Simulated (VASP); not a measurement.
Here is a VASP 6.6.1 calculation.

The input INCAR:

```
SYSTEM = RbBr
PREC = Accurate
ENCUT = 520
EDIFF = 1E-6
ISMEAR = 0
SIGMA = 0.01
LREAL = .False.
LASPH = .True.
NELM = 60
ALGO = Normal
ISIF = 2
LWAVE = .False.
LCHARG = .False.
GGA = PE
NBANDS = 15
```

Contents of KPOINTS:

```
regular mesh
0
Gamma
  4 4 4
  0 0 0
```

Contents of POSCAR:

```
RbBr
1.0
    4.1242529966      0.0000000000      0.0000000000
    0.0000000000      4.1242529966      0.0000000000
    0.0000000000      0.0000000000      4.1242529966
Rb Br
1 1
Direct
    0.0000000000      0.0000000000      0.0000000000
    0.5000000000      0.5000000000      0.5000000000
```

Potentials or basis: VASP PAW PBE potentials, release 64 (Rb_sv, Br).

Run with:

```sh
$ cat potpaw_PBE.64/Rb_sv/POTCAR potpaw_PBE.64/Br/POTCAR > POTCAR
$ mpirun -np 1 vasp_std > vasp.out
```

**Question.** Predict the pressure.

**Answer.** 0.9 GPa.

**Question.** Estimate the band gap on the k mesh.

**Answer.** 4.08 eV (least direct gap 4.24 eV).

A k mesh can miss the band edges.
